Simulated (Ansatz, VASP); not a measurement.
## Two plane-wave programs on C

```
C
1.0
     2.43230    0.00000    0.00000
    -1.21615    2.10643    0.00000
     0.00000    0.00000   11.80770
C
12
Direct
  0.00000 0.00000 0.18686
  0.00000 0.00000 0.68686
  0.00000 0.00000 0.31314
  0.00000 0.00000 0.81314
  0.33333 0.66667 0.52077
  0.66667 0.33333 0.02077
  0.33333 0.66667 0.97923
  0.66667 0.33333 0.47923
  0.33333 0.66667 0.64510
  0.66667 0.33333 0.14510
  0.33333 0.66667 0.85490
  0.66667 0.33333 0.35490
```

Alike in both runs: task single point; functional PBE; k mesh 12 × 12 × 2; occupations gaussian, width 0.05 eV; no spin polarisation.

```csv
,VASP,Ansatz
version,VASP 6.6.1,Ansatz 0.2.0
potentials or method,"VASP PAW PBE potentials, release 64 (C), cutoff 520 eV","scalar-relativistic, plane waves, PAW"
valence electrons in the cell,48,48
```

|  | VASP | Ansatz | Ansatz less VASP |
| --- | --- | --- | --- |
| gap on the k mesh at the Fermi level (eV) | 4.61 | 4.62 | +0.013 |
| least direct gap on the mesh (eV) | 5.48 | 5.48 | +0.007 |
| rms of the force components (eV/Å) | 0.080 | 0.078 | -0.0023 |

Atom by atom the forces differ by 0.002 eV/Å (rms over components). The functional is the same, so the differences come from potentials, cutoffs and numerics.
